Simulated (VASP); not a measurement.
# Al (P2_1/m) in VASP: notebook, part 2 of 2

VASP 6.6.1. The steps go on from the part before.

### Step 4. Single point, PBEsol (atom 1 (Al) moved by (-0.225, +0.225) A along x and y)

Contents of INCAR:

```
SYSTEM = Al
PREC     = Accurate       ! precision mode
ENCUT    = 520            ! plane-wave cutoff, eV
EDIFF    = 1E-7           ! SCF threshold, eV
ISMEAR   = 0              ! smearing method
SIGMA    = 0.15           ! smearing width, eV
LREAL    = .FALSE.        ! projectors in reciprocal space
LASPH    = .TRUE.         ! aspherical terms in the spheres
NELM     = 100            ! most SCF steps
ALGO     = Fast           ! electronic algorithm
ISIF     = 2              ! what is computed and relaxed
LWAVE    = .FALSE.        ! write WAVECAR
LCHARG   = .FALSE.        ! write CHGCAR
GGA      = PS             ! functional
NBANDS   = 10             ! bands
```

Contents of KPOINTS:

```
regular mesh
0
G
  18 18 10
  0 0 0
```

Contents of POSCAR:

```
Al
1.0
    2.8124553515      0.0000000000      0.0000000000
   -1.4062276757      2.4356577814      0.0000000000
    0.0000000000      0.0000000000      4.8668500000
Al
2
Direct
    0.6328541514      0.4257108429      0.7500000000
    0.3333333333      0.6666666667      0.2500000000
```

Potentials or basis: VASP PAW PBE potentials, release 64 (Al).

The run is started by

```bash
cat potpaw_PBE.64/Al/POTCAR > POTCAR
mpirun -np 1 vasp_std > vasp.out
```

OUTCAR:

```text
SYSTEM = Al
   PREC = Accurate
   ENCUT = 520
   EDIFF = 1E-7
   ISMEAR = 0
   LREAL = .FALSE.
   LASPH = .TRUE.
   NELM = 100
   ISIF = 2
   GGA = PS

 ion  position               nearest neighbor table
   1  0.633  0.426  0.750-   2 2.77   2 2.77   2 2.99   2 2.99   2 3.06   2 3.06
   2  0.333  0.667  0.250-   1 2.77   1 2.77   1 2.99   1 2.99   1 3.06   1 3.06

  LATTYP: Found a hexagonal cell.
 ALAT       =     2.8124553515
 C/A-ratio  =     1.7304630267

  Lattice vectors:

 A1 = (   2.8124553515,   0.0000000000,   0.0000000000)
 A2 = (  -1.4062276757,   2.4356577814,   0.0000000000)
 A3 = (   0.0000000000,   0.0000000000,   4.8668500000)

Analysis of symmetry for initial positions (statically):
=====================================================================
 Subroutine PRICEL returns:
 Original cell was already a primitive cell.

 Routine SETGRP: Setting up the symmetry group for a
 hexagonal supercell.

 Subroutine GETGRP returns: Found  4 space group operations
 (whereof  1 operations were pure point group operations)
 out of a pool of 24 trial point group operations.

The static configuration has the point symmetry C_1 .
 The point group associated with its full space group is C_2h.

Analysis of symmetry for dynamics (positions and initial velocities):
=====================================================================
 Subroutine PRICEL returns:
 Original cell was already a primitive cell.

 Routine SETGRP: Setting up the symmetry group for a
 hexagonal supercell.

 Subroutine GETGRP returns: Found  4 space group operations
 (whereof  1 operations were pure point group operations)
 out of a pool of 24 trial point group operations.

The dynamic configuration has the point symmetry C_1 .
 The point group associated with its full space group is C_2h.

 Subroutine INISYM returns: Found  4 space group operations
 (whereof  1 operations are pure point group operations),
 and found     1 'primitive' translations

----------------------------------------------------------------------------------------

                                     Primitive cell

  volume of cell :      33.3388

  direct lattice vectors                    reciprocal lattice vectors
     2.812455352  0.000000000  0.000000000     0.355561200  0.205283355  0.000000000
    -1.406227676  2.435657781  0.000000000     0.000000000  0.410566709  0.000000000
     0.000000000  0.000000000  4.866850000     0.000000000  0.000000000  0.205471712

  length of vectors
     2.812455352  2.812455351  4.866850000     0.410566709  0.410566709  0.205471712

  position of ions in fractional coordinates (direct lattice)
     0.632854151  0.425710843  0.750000000
     0.333333333  0.666666667  0.250000000

  ion indices of the primitive-cell ions
   primitive index   ion index
                 1           1
                 2           2

----------------------------------------------------------------------------------------

 KPOINTS: regular mesh

Automatic generation of k-mesh.
 Grid dimensions read from file:
 generate k-points for:   18   18   10

 Generating k-lattice:

[... 23 lines left out ...]
  0.000000  0.111111  0.000000      2.000000
[... 16 lines left out ...]
  0.444444  0.000000  0.000000      2.000000
  0.000000  0.444444  0.000000      2.000000
 [... further k-points ...]
   k-points           NKPTS =    984   k-points in BZ     NKDIM =    984   number of bands    NBANDS=     10
   number of dos      NEDOS =    301   number of ions     NIONS =      2
   total plane-waves  NPLWV =  20736
   dimension x,y,z NGX =    24 NGY =   24 NGZ =   36
   dimension x,y,z NGXF=    48 NGYF=   48 NGZF=   72
   ions per type =               2
   NGX,Y,Z   is equivalent  to a cutoff of  14.19, 14.19, 12.30 a.u.
   NGXF,Y,Z  is equivalent  to a cutoff of  28.37, 28.37, 24.59 a.u.
 SYSTEM =  Al
   PREC   = accura    normal or accurate (medium, high low for compatibility)
   ISTART =      0    job   : 0-new  1-cont  2-samecut
   ICHARG =      2    charge: 1-file 2-atom 10-const
   ISPIN  =      1    spin polarized calculation?
   LNONCOLLINEAR =      F non collinear calculations
   LSORBIT =      F    spin-orbit coupling
   LASPH  =      T    aspherical Exc in radial PAW
   ENCUT  =  520.0 eV  38.22 Ry    6.18 a.u.   5.23  5.23  9.05*2*pi/ulx,y,z
   NELM   =    100;   NELMIN=  2; NELMDL= -5     # of ELM steps
   EDIFF  = 0.1E-06   stopping-criterion for ELM
   LREAL  =      F    real-space projection
   EDIFFG = 0.1E-05   stopping-criterion for IOM
   NSW    =      0    number of steps for IOM
   IBRION =     -1    ionic relax: 0-MD 1-quasi-New 2-CG
   NFREE  =      0    steps in history (QN), initial steepest desc. (CG)
   ISIF   =      2    stress and relaxation
   ISYM   =      2    0-nonsym 1-usesym 2-fastsym
   POTIM  = 0.5000    time-step for ionic-motion
   TEBEG  =    0.0;   TEEND  =   0.0 temperature during run
   PSTRESS=    0.0 pullay stress
   NELECT =       6.0000    total number of electrons
   NUPDOWN=      -1.0000    fix difference up-down
   EMIN   =  10.00;   EMAX   =-10.00  energy-range for DOS
   EFERMI =   0.00;   METHOD = LEGACY
   ISMEAR =     0;   SIGMA  =   0.15  broadening in eV -4-tet -1-fermi 0-gaus
   EFERMI_NEDOS =   21; number of points for ismear=-14 and -15
   IALGO  =     68    algorithm
   IMIX   =      4    mixing-type and parameters
     AMIX     =   0.40;   BMIX     =  1.00
     AMIX_MAG =   1.60;   BMIX_MAG =  1.00
  volume/ion in A,a.u.               =      16.67       112.49
  Fermi-wavevector in a.u.,A,eV,Ry     =   0.924291  1.746656 11.623640  0.854313
  Thomas-Fermi vector in A             =   2.050021
   LORBIT       =      0    0 simple, 1 ext, 2 COOP (PROOUT), +10 PAW based schemes
   GGA     = PS    functional components
   LHFCALC =     F    Hartree Fock is set to
   AEXX    =    0.0000 exact exchange contribution
   IVDW    =     0    specifies the selected vdW correction
   LEPSILON=     F    determine dielectric tensor
   LRPA    =     F    only Hartree local field effects (RPA)
 non-spin polarized calculation
 RMM-DIIS sequential band-by-band and
 Gauss-broadening in eV      SIGMA  =   0.15
  energy-cutoff  :      520.00
  volume of cell :       33.34
 maximum number of plane-waves:       920
 NGX is ok and might be reduce to    24
   NGX = 11   NGY = 11   NGZ = 19

 number of electron       6.0000000 magnetization

 Free energy of the ion-electron system (eV)
  ---------------------------------------------------
  ext. energy  EPLUGINS =         0.00000000
  ---------------------------------------------------
  free energy    TOTEN  =        -8.06665711 eV

  energy without entropy =       -8.05767809  energy(sigma->0) =       -8.06216760

 E-fermi :   7.8036     XC(G=0): -10.2173

 val. band max:        7.7978425496   @ k =   0.4444   0.1111   0.1000
 cond. band min:       7.8036148835   @ k =   0.1111   0.2778   0.0000
 fundamental gap:      0.0057723339
 Fermi energy:         7.8036086811

 k-point     1 :       0.0000    0.0000    0.0000
  band No.  band energies     occupation
      1      -3.2236      2.00000
      2       2.7818      2.00000
      3       2.9987      2.00000
      4      18.4050      0.00000
      5      19.3214      0.00000
      6      19.4182      0.00000
      7      19.6377      0.00000
      8      19.8816      0.00000
      9      20.2171      0.00000
     10      21.8323      0.00000
[... 287 lines left out ...]
 k-point    24 :       0.0000    0.4444    0.0000
  band No.  band energies     occupation
      1       1.6134      2.00000
      2       4.2458      2.00000
      3       7.4919      1.99670
      4       7.4984      1.99599
      5      10.2090      0.00000
      6      10.4167      0.00000
      7      14.1621      0.00000
      8      15.7276      0.00000
      9      19.4537      0.00000
     10      19.8532      0.00000

 [... further k-points ...]

------------------------ aborting loop because EDIFF is reached ----------------------------------------

  FORCE on cell =-STRESS in cart. coord.  units (eV):
  Direction    XX          YY          ZZ          XY          YZ          ZX
  --------------------------------------------------------------------------------------
  -------------------------------------------------------------------------------------
  Total       -0.0884175     -0.0839605     -0.1706070     -0.0082138      0.0000000      0.0000000
  in kB       -4.2491195     -4.0349288     -8.1989368     -0.3947344      0.0000000      0.0000000
  external PRESSURE =      -5.4943284 kB  Pullay stress =       0.0000000 kB

 VOLUME and BASIS-vectors are now :
 -----------------------------------------------------------------------------
  energy-cutoff  :      520.00
  volume of cell :       33.34
      direct lattice vectors                 reciprocal lattice vectors
     2.812455352  0.000000000  0.000000000     0.355561200  0.205283355  0.000000000
    -1.406227676  2.435657781  0.000000000     0.000000000  0.410566709  0.000000000
     0.000000000  0.000000000  4.866850000     0.000000000  0.000000000  0.205471712

 POSITION                                       TOTAL-FORCE (eV/Angst)
 -----------------------------------------------------------------------------------
      1.18123      1.03689      3.65014         0.250209     -0.160600     -0.000000
     -0.00000      1.62377      1.21671        -0.250209      0.160600      0.000000
 -----------------------------------------------------------------------------------
    total drift:                                0.000000     -0.000000      0.000000

  FREE ENERGIE OF THE ION-ELECTRON SYSTEM (eV)
  ---------------------------------------------------
  free  energy   TOTEN  =        -8.0666571056 eV

  energy  without entropy=       -8.0576780886  energy(sigma->0) =       -8.06216760
```

Run time: 4.4 min. Hardware: 1 thread of AMD EPYC 9R45 (Zen 5), shared host; peak memory 0.32 GiB.

What came out:

- Free energy: -8.0667 eV
- Pressure: -0.5 GPa
- Largest force: 0.297 eV/Å
- Band gap on the k mesh: zero (band 3 reaches 11.47 eV, above the bottom of band 4 at 4.67 eV)

Forces in eV/Å, atoms in the order of the input:
```
Al   0.250 -0.161  0.000
Al  -0.250  0.161  0.000
```

Caveat: the cell differs from its parent crystal (atom 1 (Al) moved by (-0.225, +0.225) A along x and y); the PAW data sets were made with another functional, which shifts forces and pressure a little.
